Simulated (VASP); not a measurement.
Wanted: the native input for a VASP 6.6.1 run.

- Task: single point
- Functional: PBE
- Potentials or basis: VASP PAW PBE potentials, release 64 (Cd, S)
- Cutoff: 520 eV
- k mesh: 6 × 6 × 6
- Occupations: gaussian, width 0.1 eV
- Spin: no spin polarisation
- Dipole correction: no
- Further INCAR settings: ALGO = Normal; EDIFF = 1e-06; NBANDS = 16

The structure of CdS lies in POSCAR:

```
CdS
1.0
    0.0000000000      2.9100000900      2.9100000900
    2.9100000900      0.0000000000      2.9100000900
    2.9100000900      2.9100000900      0.0000000000
Cd S
1 1
Direct
    0.0000000000      0.0000000000      0.0000000000
    0.2500000000      0.2500000000      0.2500000000
```

The input as run:

INCAR

```
SYSTEM = CdS
PREC     = Accurate       ! precision mode
ENCUT    = 520            ! plane-wave cutoff, eV
EDIFF    = 1E-6           ! SCF threshold, eV
ISMEAR   = 0              ! smearing method
SIGMA    = 0.1            ! smearing width, eV
LREAL    = .FALSE.        ! projectors in reciprocal space
LASPH    = .TRUE.         ! aspherical terms in the spheres
NELM     = 100            ! most SCF steps
ALGO     = Normal         ! electronic algorithm
ISIF     = 2              ! what is computed and relaxed
LWAVE    = .FALSE.        ! write WAVECAR
LCHARG   = .FALSE.        ! write CHGCAR
GGA      = PE             ! functional
NBANDS   = 16             ! bands
```

KPOINTS

```
regular mesh
0
G
  6 6 6
  0 0 0
```

Potentials or basis: VASP PAW PBE potentials, release 64 (Cd, S).

Run with:

```sh
$ cat potpaw_PBE.64/Cd/POTCAR potpaw_PBE.64/S/POTCAR > POTCAR
$ mpirun -np 1 vasp_std > vasp.out
```

Results of the run:

```json
{"Pressure": "3.7 GPa", "Band gap on the k mesh": "1.16 eV"}
```

Caveat: the cell stands under pressure.

Run time: 7.6 s on 1 thread of Intel(R) Xeon(R) 6975P-C (Granite Rapids) (shared host), peak memory 0.17 GiB.
